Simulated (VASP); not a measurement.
# PbS (Galena) (Fm-3m) in VASP: notebook

Aim: see how the results for PbS (Galena) move with the level of theory and the settings. Levels: revPBE, BLYP. Tasks: single point.

Everything below comes from runs of VASP 6.6.1. Logs are shortened: lines on timing, memory, paths and dates and some standing lists are left out, and cuts for length are marked.

## 1. The cell of the first run

The structure is cubic, space group Fm-3m (No. 225). The conventional cell has a = 5.931 Å, b = 5.931 Å, c = 5.931 Å, α = 90.00°, β = 90.00°, γ = 90.00°. Within 3.9 Å of Pb (site symmetry m-3m) lie 6 S at 2.97 Å. Within 3.9 Å of S (site symmetry m-3m) lie 6 Pb at 2.97 Å.

## 2. Single point, revPBE

File INCAR:

```
  PREC = Accurate
  ENCUT = 500
  EDIFF = 1E-6
  ISMEAR = 0
  SIGMA = 0.01
  LREAL = False
  LASPH = True
  NELM = 120
  ALGO = Normal
  ISIF = 2
  LWAVE = False
  LCHARG = False
  GGA = RE
  NBANDS = 17
  GGA_COMPAT = False
```

File KPOINTS:

```
Automatic mesh
0
Gamma
  6 6 6
```

File POSCAR:

```
PbS
1.0
    0.0000000000      2.9657500000      2.9657500000
    2.9657500000      0.0000000000      2.9657500000
    2.9657500000      2.9657500000      0.0000000000
Pb S
1 1
Direct
    0.0000000000      0.0000000000      0.0000000000
    0.5000000000      0.5000000000      0.5000000000
```

Potentials or basis: VASP PAW PBE potentials, release 64 (Pb_d, S).

Command:

```sh
$ cat potpaw_PBE.64/Pb_d/POTCAR potpaw_PBE.64/S/POTCAR > POTCAR
$ mpirun -np 1 vasp_std > vasp.out
```

OUTCAR:

```text
PREC = Accurate
   ENCUT = 500
   EDIFF = 1E-6
   ISMEAR = 0
   LREAL = False
   LASPH = True
   NELM = 120
   ISIF = 2
   GGA = RE

 ion  position               nearest neighbor table
   1  0.000  0.000  0.000-   2 2.97   2 2.97   2 2.97   2 2.97   2 2.97   2 2.97
   2  0.500  0.500  0.500-   1 2.97   1 2.97   1 2.97   1 2.97   1 2.97   1 2.97

  LATTYP: Found a face centered cubic cell.
 ALAT       =     5.9315000000

  Lattice vectors:

 A1 = (   0.0000000000,   2.9657500000,   2.9657500000)
 A2 = (   2.9657500000,   0.0000000000,   2.9657500000)
 A3 = (   2.9657500000,   2.9657500000,   0.0000000000)

Analysis of symmetry for initial positions (statically):
=====================================================================
 Subroutine PRICEL returns:
 Original cell was already a primitive cell.

 Routine SETGRP: Setting up the symmetry group for a
 face centered cubic supercell.

 Subroutine GETGRP returns: Found 48 space group operations
 (whereof 48 operations were pure point group operations)
 out of a pool of 48 trial point group operations.

The static configuration has the point symmetry O_h .

Analysis of symmetry for dynamics (positions and initial velocities):
=====================================================================
 Subroutine PRICEL returns:
 Original cell was already a primitive cell.

 Routine SETGRP: Setting up the symmetry group for a
 face centered cubic supercell.

 Subroutine GETGRP returns: Found 48 space group operations
 (whereof 48 operations were pure point group operations)
 out of a pool of 48 trial point group operations.

The dynamic configuration has the point symmetry O_h .

 Subroutine INISYM returns: Found 48 space group operations
 (whereof 48 operations are pure point group operations),
 and found     1 'primitive' translations

----------------------------------------------------------------------------------------

                                     Primitive cell

  volume of cell :      52.1715

  direct lattice vectors                    reciprocal lattice vectors
     0.000000000  2.965750000  2.965750000    -0.168591419  0.168591419  0.168591419
     2.965750000  0.000000000  2.965750000     0.168591419 -0.168591419  0.168591419
     2.965750000  2.965750000  0.000000000     0.168591419  0.168591419 -0.168591419

  length of vectors
     4.194203873  4.194203873  4.194203873     0.292008903  0.292008903  0.292008903

  position of ions in fractional coordinates (direct lattice)
     0.000000000  0.000000000  0.000000000
     0.500000000  0.500000000  0.500000000

[... 68 lines left out ...]
   LREAL  =      F    real-space projection
   EDIFFG = 0.1E-04   stopping-criterion for IOM
   NSW    =      0    number of steps for IOM
   IBRION =     -1    ionic relax: 0-MD 1-quasi-New 2-CG
   NFREE  =      0    steps in history (QN), initial steepest desc. (CG)
   ISIF   =      2    stress and relaxation
   ISYM   =      2    0-nonsym 1-usesym 2-fastsym
   POTIM  = 0.5000    time-step for ionic-motion
   TEBEG  =    0.0;   TEEND  =   0.0 temperature during run
   PSTRESS=    0.0 pullay stress
   NELECT =      20.0000    total number of electrons
   NUPDOWN=      -1.0000    fix difference up-down
   EMIN   =  10.00;   EMAX   =-10.00  energy-range for DOS
   EFERMI =   0.00;   METHOD = LEGACY
   ISMEAR =     0;   SIGMA  =   0.01  broadening in eV -4-tet -1-fermi 0-gaus
   EFERMI_NEDOS =   21; number of points for ismear=-14 and -15
   IALGO  =     38    algorithm
   IMIX   =      4    mixing-type and parameters
     AMIX     =   0.40;   BMIX     =  1.00
     AMIX_MAG =   1.60;   BMIX_MAG =  1.00
  volume/ion in A,a.u.               =      26.09       176.04
  Fermi-wavevector in a.u.,A,eV,Ry     =   1.189251  2.247359 19.242973  1.414319
  Thomas-Fermi vector in A             =   2.325363
   LORBIT       =      0    0 simple, 1 ext, 2 COOP (PROOUT), +10 PAW based schemes
   GGA     = RE    functional components
   LHFCALC =     F    Hartree Fock is set to
   AEXX    =    0.0000 exact exchange contribution
   IVDW    =     0    specifies the selected vdW correction
   LEPSILON=     F    determine dielectric tensor
   LRPA    =     F    only Hartree local field effects (RPA)
 non-spin polarized calculation
 Gauss-broadening in eV      SIGMA  =   0.01
  energy-cutoff  :      500.00
  volume of cell :       52.17
 maximum number of plane-waves:      1363
 NGX is ok and might be reduce to    32
   NGX = 15   NGY = 15   NGZ = 15

 number of electron      19.9999998 magnetization

 Free energy of the ion-electron system (eV)
  ---------------------------------------------------
  ext. energy  EPLUGINS =         0.00000000
  ---------------------------------------------------
  free energy    TOTEN  =        -8.14864626 eV

  energy without entropy =       -8.14864626  energy(sigma->0) =       -8.14864626

 E-fermi :   5.9669     XC(G=0):  -9.5639

 val. band max:        5.9109639864   @ k =   0.5000   0.0000   0.0000
 cond. band min:       6.3455600020   @ k =   0.5000   0.0000   0.0000
 fundamental gap:      0.4345960157
 Fermi energy:         5.9668973026

 k-point     1 :       0.0000    0.0000    0.0000
  band No.  band energies     occupation
      1     -10.9649      2.00000
      2     -10.9649      2.00000
      3     -10.9649      2.00000
      4     -10.9451      2.00000
      5     -10.9451      2.00000
      6      -7.6832      2.00000
[... 297 lines left out ...]
      4     -10.9269      2.00000
      5     -10.9048      2.00000
      6      -5.9949      2.00000
[... 9 lines left out ...]
     16      17.7535      0.00000
     17      18.1354      0.00000

------------------------ aborting loop because EDIFF is reached ----------------------------------------

  FORCE on cell =-STRESS in cart. coord.  units (eV):
  Direction    XX          YY          ZZ          XY          YZ          ZX
  --------------------------------------------------------------------------------------
  -------------------------------------------------------------------------------------
  Total        1.1555768      1.1555768      1.1555768      0.0000000      0.0000000      0.0000000
  in kB       35.4875322     35.4875322     35.4875322      0.0000000      0.0000000      0.0000000
  external PRESSURE =      35.4875322 kB  Pullay stress =       0.0000000 kB

 VOLUME and BASIS-vectors are now :
 -----------------------------------------------------------------------------
  energy-cutoff  :      500.00
  volume of cell :       52.17
      direct lattice vectors                 reciprocal lattice vectors
     0.000000000  2.965750000  2.965750000    -0.168591419  0.168591419  0.168591419
     2.965750000  0.000000000  2.965750000     0.168591419 -0.168591419  0.168591419
     2.965750000  2.965750000  0.000000000     0.168591419  0.168591419 -0.168591419

 POSITION                                       TOTAL-FORCE (eV/Angst)
 -----------------------------------------------------------------------------------
      0.00000      0.00000      0.00000         0.000000      0.000000      0.000000
      2.96575      2.96575      2.96575        -0.000000     -0.000000     -0.000000
 -----------------------------------------------------------------------------------
    total drift:                                0.000000     -0.000000     -0.000000

  FREE ENERGIE OF THE ION-ELECTRON SYSTEM (eV)
  ---------------------------------------------------
  free  energy   TOTEN  =        -8.1486462624 eV

  energy  without entropy=       -8.1486462624  energy(sigma->0) =       -8.14864626
```

OSZICAR:

```text
N       E                     dE             d eps       ncg     rms          rms(c)
DAV:   1     0.155177711100E+03    0.15518E+03   -0.95101E+03   544   0.121E+03
DAV:   2     0.377116599055E+01   -0.15141E+03   -0.14640E+03   563   0.306E+02
DAV:   3    -0.832596773054E+01   -0.12097E+02   -0.12014E+02   743   0.929E+01
DAV:   4    -0.861598396091E+01   -0.29002E+00   -0.28980E+00   678   0.158E+01
DAV:   5    -0.862680376833E+01   -0.10820E-01   -0.10819E-01   821   0.301E+00    0.500E+00
DAV:   6    -0.813873691481E+01    0.48807E+00   -0.13576E+00   834   0.780E+00    0.363E+00
DAV:   7    -0.814181169437E+01   -0.30748E-02   -0.15864E-01   629   0.201E+00    0.210E+00
DAV:   8    -0.814883236930E+01   -0.70207E-02   -0.21150E-02   621   0.155E+00    0.313E-01
DAV:   9    -0.814827728023E+01    0.55509E-03   -0.40224E-03   838   0.579E-01    0.880E-02
DAV:  10    -0.814861250136E+01   -0.33522E-03   -0.61770E-04   593   0.144E-01    0.698E-02
DAV:  11    -0.814864343403E+01   -0.30933E-04   -0.12940E-04   711   0.117E-01    0.284E-02
DAV:  12    -0.814864617867E+01   -0.27446E-05   -0.85105E-06   699   0.229E-02    0.549E-03
DAV:  13    -0.814864626245E+01   -0.83783E-07   -0.28754E-07   560   0.379E-03
   1 F= -.81486463E+01 E0= -.81486463E+01  d E =-.270379E-17
```

Run time: 9.6 s. Hardware: 1 thread of Intel Xeon 6975P-C, shared host; peak memory 0.17 GiB.

What came out:

```yaml
Free_energy: -8.1486 eV
Pressure: 3.5 GPa
Band_gap_on_the_k_mesh: 0.43 eV, direct
```

Caveat: the PAW data sets were made with another functional, which shifts forces and pressure a little; spin-orbit coupling is left out, which moves the levels of the heavy elements.

## 3. Single point, BLYP

File INCAR:

```
SYSTEM = PbS
PREC = Accurate
ENCUT = 500
EDIFF = 1E-6
ISMEAR = 0
SIGMA = 0.01
LREAL = .False.
LASPH = .True.
NELM = 120
ALGO = Normal
ISIF = 2
LWAVE = .False.
LCHARG = .False.
GGA = B5
ALDAX = 1.0
AGGAX = 1.0
AGGAC = 1.0
ALDAC = 0.0
NBANDS = 17
GGA_COMPAT = .False.
```

File KPOINTS:

```
Automatic mesh
0
Gamma
  6 6 6
  0 0 0
```

POSCAR is that of step 2.

Potentials or basis: VASP PAW PBE potentials, release 64 (Pb_d, S).

Command:

```sh
$ cat potpaw_PBE.64/Pb_d/POTCAR potpaw_PBE.64/S/POTCAR > POTCAR
$ mpirun -np 1 vasp_std > vasp.out
```

Run time: 20 s. Hardware: 1 thread of Intel Xeon 6975P-C, shared host; peak memory 0.18 GiB.

The run converged. Its results:

| Item | Value |
| --- | --- |
| Free energy | -7.6630 eV |
| Pressure | 5.9 GPa |
| Band gap on the k mesh | 0.48 eV, direct |

Levels at points of the mesh, in eV from the valence-band top:
| k point | band 8 | band 9 | band 10 | band 11 | band 12 | band 13 |
| --- | --- | --- | --- | --- | --- | --- |
| (0.00, 0.00, 0.00) | -2.14 | -2.14 | -2.14 | 5.13 | 5.13 | 5.13 |
| (0.50, 0.00, 0.00) | -1.73 | -1.73 | 0.00 | 0.48 | 1.97 | 1.97 |
| (0.50, 0.50, 0.00) | -5.09 | -3.39 | -3.39 | 4.18 | 5.59 | 5.62 |

Caveat: the PAW data sets were made with another functional, which shifts forces and pressure a little; spin-orbit coupling is left out, which moves the levels of the heavy elements.
